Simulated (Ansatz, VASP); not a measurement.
**Two plane-wave programs on Cu**

File INCAR:

```
  PREC = Accurate
  ENCUT = 600
  EDIFF = 1E-6
  ISMEAR = 0
  SIGMA = 0.1
  LREAL = False
  LASPH = True
  NELM = 80
  ALGO = Normal
  ISIF = 3
  LWAVE = False
  LCHARG = False
  GGA = CA
  IBRION = 2
  NSW = 100
  EDIFFG = -0.005
```

The input KPOINTS:

```
regular mesh
0
Gamma
  20 20 20
```

POSCAR

```
Cu
1.0
    0.0000000000      1.7593401034      1.7593401034
    1.7593401034      0.0000000000      1.7593401034
    1.7593401034      1.7593401034      0.0000000000
Cu
1
Direct
    0.0000000000      0.0000000000      0.0000000000
```

Input for Ansatz:

```yaml
crystal:
  lattice:
    - [0.0, 1.7593401034, 1.7593401034]
    - [1.7593401034, 0.0, 1.7593401034]
    - [1.7593401034, 1.7593401034, 0.0]
  atoms:
    - { symbol: Cu, position: [0.0, 0.0, 0.0] }
basis:
  ecutwfc: 420
kpoints:
  mp_grid: { grid: [20, 20, 20] }
hamiltonian:
  xc: lda
  pseudopotentials: { kind: paw, azcp: { folder: soft_1 } }
scf:
  occupations: { method: gaussian, width: 0.1 }
output:
  forces: true
  stress: true
  eigenvalues: true
relax:
  adjacent_minimum: "off"
  f_tol: 0.005
  max_steps: 80
  cell: { stress_tol: 0.05 }
```

Alike in both runs: task relaxation of cell and atoms; functional LDA; k mesh 20 × 20 × 20; occupations gaussian, width 0.1 eV; no spin polarisation.

|  | VASP | Ansatz |
| --- | --- | --- |
| version | VASP 6.6.1 | Ansatz 0.2.0 |
| potentials or method | VASP PAW LDA potentials, release 64 (Cu), cutoff 600 eV | scalar-relativistic, plane waves, PAW |
| valence electrons in the cell | 11 | 19 |

```csv
,VASP,Ansatz,Ansatz less VASP
"gap on the k mesh at the Fermi level, each at its own relaxed structure (eV)",none,none,-
relaxed volume (Å³/atom),10.94,10.88,-0.054
relaxed cell length with the largest relative difference (Å),2.492,2.488,-0.0041
```

Ansatz warns that its potentials were made for another functional, while VASP's fit it. LDA's correlation is that of Perdew and Zunger in VASP and of Perdew and Wang (1992) in Ansatz. A gap of «none» marks a metal or a gap that the smearing closes. VASP's potentials hold 11 valence electrons a cell and Ansatz's 19, so a difference there can come from the potentials and not from the codes.
